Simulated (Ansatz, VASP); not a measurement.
**Ca: VASP beside Ansatz**

```xyz
1
Lattice="-2.2400 2.2400 2.2400 2.2400 -2.2400 2.2400 2.2400 2.2400 -2.2400" Properties=species:S:1:pos:R:3 pbc="T T T"
Ca    0.0000    0.0000    0.0000
```

Alike in both runs: task single point; functional LDA; k mesh 10 × 10 × 10; occupations fermi-dirac, width 0.05 eV; no spin polarisation.

```csv
,VASP,Ansatz
version,VASP 6.6.1,Ansatz 0.2.0
potentials or method,"VASP PAW LDA potentials, release 64 (Ca_sv), cutoff 520 eV","all-electron LAPW, scalar-relativistic"
```

```csv
,VASP,Ansatz,Ansatz less VASP
pressure (GPa),-2.5,-2.5,0.00
```

LDA's correlation is that of Perdew and Zunger in VASP and of Perdew and Wang (1992) in Ansatz. Ansatz ran all-electron here, and VASP with PAW potentials.
